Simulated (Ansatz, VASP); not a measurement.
**Si3N4: VASP beside Ansatz**

```
Si N
1.0
     0.00000    3.86778    3.86778
     3.86778    0.00000    3.86778
     3.86778    3.86778    0.00000
Si N
6 8
Direct
  0.12500 0.12500 0.62500
  0.12500 0.62500 0.12500
  0.62500 0.12500 0.12500
  0.12500 0.12500 0.12500
  0.75000 0.75000 0.75000
  0.50000 0.50000 0.50000
  0.36767 0.36767 0.36767
  0.35300 0.88233 0.88233
  0.88233 0.88233 0.35300
  0.88233 0.35300 0.88233
  0.36767 0.36767 0.89700
  0.36767 0.89700 0.36767
  0.88233 0.88233 0.88233
  0.89700 0.36767 0.36767
```

Alike in both runs: functional PBE; dispersion D3(BJ); k mesh 6 × 6 × 6; occupations gaussian, width 0.02 eV; no spin polarisation.

Ansatz relaxed the structure, and its values are those at the end. VASP's run is a single point on that final structure, the one shown.

|  | VASP | Ansatz |
| --- | --- | --- |
| version | VASP 6.6.1 | Ansatz 0.2.0 |
| potentials or method | VASP PAW PBE potentials, release 64 (Si, N), cutoff 520 eV | scalar-relativistic, plane waves, PAW |
| valence electrons in the cell | 64 | 64 |

VASP gave:

- gap on the k mesh at the Fermi level (eV): 3.41
- least direct gap on the mesh (eV): 3.45
- pressure (GPa): -0.2
- rms of the force components (eV/Å): 0.004

Which values does Ansatz return?

gap on the k mesh at the Fermi level (eV): 3.42; least direct gap on the mesh (eV): 3.46; pressure (GPa): 0.0; rms of the force components (eV/Å): 0.000.
